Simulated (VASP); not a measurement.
A run of VASP 6.6.1 is set up as follows.

The input INCAR:

```
PREC = Accurate
ENCUT = 600
EDIFF = 1E-6
ISMEAR = -1
SIGMA = 0.05
LREAL = F
LASPH = T
NELM = 80
ALGO = Normal
ISIF = 3
LWAVE = F
LCHARG = F
GGA = RP
IBRION = 2
NSW = 60
EDIFFG = -0.01
```

The input KPOINTS:

```
regular mesh
0
Gamma
  6 6 6
```

POSCAR

```
SiO2
1.0
   -4.4720405200      4.4720405200      2.6117703500
    4.4720405200     -4.4720405200      2.6117703500
    4.4720405200      4.4720405200     -2.6117703500
Si O
4 8
Direct
    0.8231114200      0.8231114200      0.6462228400
    0.1768885800      0.8231114200      0.0000000000
    0.8231114200      0.1768885800      0.0000000000
    0.1768885800      0.1768885800      0.3537771600
    0.0000000000      0.7914513400      0.7914513400
    0.2085486600      0.0000000000      0.2085486600
    0.7914513400      0.0000000000      0.7914513400
    0.0000000000      0.2085486600      0.2085486600
    0.0000000000      0.0000000000      0.5000000000
    0.5000000000      0.0000000000      0.0000000000
    0.0000000000      0.5000000000      0.0000000000
    0.5000000000      0.5000000000      0.5000000000
```

Potentials or basis: VASP PAW PBE potentials, release 64 (Si, O).

The run is started by

```console
$ cat potpaw_PBE.64/Si/POTCAR potpaw_PBE.64/O/POTCAR > POTCAR
$ mpirun -np 1 vasp_std > vasp.out
```

Task: Predict the space group after relaxing (to 0.1 Å).

Result: I4/mmm (No. 139).

Task: Predict the relaxed cell.

Result: a = 6.921 Å, b = 6.921 Å, c = 6.921 Å, α = 98.41°, β = 98.41°, γ = 135.03°.

The path:
| step | energy change (eV) | largest force (eV/Å) | pressure (GPa) | volume (Å³) |
| --- | --- | --- | --- | --- |
| 1 | 0.0000 | 0.2862 | 5.33 | 208.93 |
| 2 | 0.0754 | 0.3020 | -5.85 | 226.96 |
| 3 | -0.1269 | 0.0097 | -0.06 | 216.66 |
| 4 | -0.1269 | 0.0150 | 0.04 | 216.51 |
| 5 | -0.1270 | 0.0139 | 0.05 | 216.49 |
| 6 | -0.1271 | 0.0246 | 0.05 | 216.45 |
| 7 | -0.1271 | 0.0064 | 0.00 | 216.51 |

Caveat: the PAW data sets were made with another functional, which shifts forces and pressure a little.
